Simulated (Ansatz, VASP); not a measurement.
## SnO2: VASP beside Ansatz

```
Sn O
1.0
     4.82770    0.00000    0.00000
     0.00000    4.82770    0.00000
     0.00000    0.00000    3.23799
Sn O
2 4
Direct
  0.95857 0.00000 0.93823
  0.50000 0.50000 0.50000
  0.30661 0.30661 0.00000
  0.19339 0.80661 0.50000
  0.69339 0.69339 0.00000
  0.80661 0.19339 0.50000
```

Alike in both runs: task single point; functional PBE; k mesh 6 × 6 × 8; occupations gaussian, width 0.05 eV; no spin polarisation.

```csv
,VASP,Ansatz
version,VASP 6.6.1,Ansatz 0.2.0
potentials or method,"VASP PAW PBE potentials, release 64 (Sn_d, O), cutoff 520 eV","scalar-relativistic, plane waves, PAW"
valence electrons in the cell,52,52
```

```csv
,VASP,Ansatz,Ansatz less VASP
gap on the k mesh at the Fermi level (eV),0.37,0.39,+0.018
least direct gap on the mesh (eV),0.37,0.39,+0.018
pressure (GPa),5.6,5.2,-0.46
"traceless stress, the component that is largest in VASP (GPa)",-5.66,-5.71,-0.056
rms of the force components (eV/Å),1.855,1.844,-0.0108
```

Atom by atom the forces differ by 0.022 eV/Å (rms over components). The functional is the same, so the differences come from potentials, cutoffs and numerics.
